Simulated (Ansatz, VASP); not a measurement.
# AgRh: VASP beside Ansatz

The input INCAR:

```
PREC     = Accurate       # precision mode
ENCUT    = 520            # plane-wave cutoff, eV
EDIFF    = 1E-6           # SCF threshold, eV
ISMEAR   = 0              # smearing method
SIGMA    = 0.1            # smearing width, eV
LREAL    = False          # projectors in reciprocal space
LASPH    = True           # aspherical terms in the spheres
NELM     = 150            # most SCF steps
ALGO     = Fast           # electronic algorithm
ISIF     = 2              # what is computed and relaxed
LWAVE    = False          # write WAVECAR
LCHARG   = True           # write CHGCAR
ISPIN    = 2              # spin polarisation
MAGMOM   = 0 1            # initial moments
LORBIT   = 11             # projections on sites
LMAXMIX  = 4              # l up to which the mixer works
GGA      = PE             # functional
LELF     = True           # ELF
LVHAR    = True         
NBANDS   = 24             # bands
```

KPOINTS

```
Automatic mesh
0
Gamma
  18 18 10
```

File POSCAR:

```
AgRh
1.0
    2.7775881998      0.0000000000      0.0000000000
   -1.3887940999      2.4054619423      0.0000000000
    0.0000000000      0.0000000000      4.8086020000
Ag Rh
1 1
Direct
    0.0000000000      0.0000000000      0.5000000000
    0.6666666667      0.3333333333      0.0000000000
```

Input for Ansatz:

```yaml
crystal:
  lattice:
    - [2.7775881998, 0.0, 0.0]
    - [-1.3887940999, 2.4054619423, 0.0]
    - [0.0, 0.0, 4.808602]
  atoms:
    - { symbol: Ag, position: [0.0, 0.0, 0.5] }
    - { symbol: Rh, position: [0.6666666667, 0.3333333333, 0.0], spin: 1.0 }
basis:
  ecutwfc: 420
kpoints:
  mp_grid: { grid: [18, 18, 10] }
hamiltonian:
  xc: pbe
scf:
  occupations: { method: gaussian, width: 0.1 }
  lower_state_search: "off"
output:
  forces: true
  stress: true
  eigenvalues: true
  populations: true
magnetization:
  spin_polarized: true
```

Alike in both runs: task single point; functional PBE; k mesh 18 × 18 × 10; occupations gaussian, width 0.1 eV; collinear spin.

```csv
,VASP,Ansatz
version,VASP 6.6.1,Ansatz 0.2.0
potentials or method,"VASP PAW PBE potentials, release 64 (Ag, Rh_pv), cutoff 520 eV","scalar-relativistic, plane waves, PAW"
valence electrons in the cell,26,36
```

|  | VASP | Ansatz | Ansatz less VASP |
| --- | --- | --- | --- |
| gap on the k mesh at the Fermi level (eV) | none | none | - |
| pressure (GPa) | -2.0 | -2.0 | +0.09 |
| traceless stress, the component that is largest in VASP (GPa) | -0.27 | -0.29 | -0.024 |
| net moment per atom (μB) | 0.25 | 0.24 | -0.007 |
| size of the moment on the site where the two differ most (μB) | 0.49 | 0.47 | -0.020 |

Site moments also hang on the region over which each program counts them. A gap of «none» marks a metal or a gap that the smearing closes. The functional is the same, so the differences come from potentials, cutoffs and numerics. VASP's potentials hold 26 valence electrons a cell and Ansatz's 36, so a difference there can come from the potentials and not from the codes.
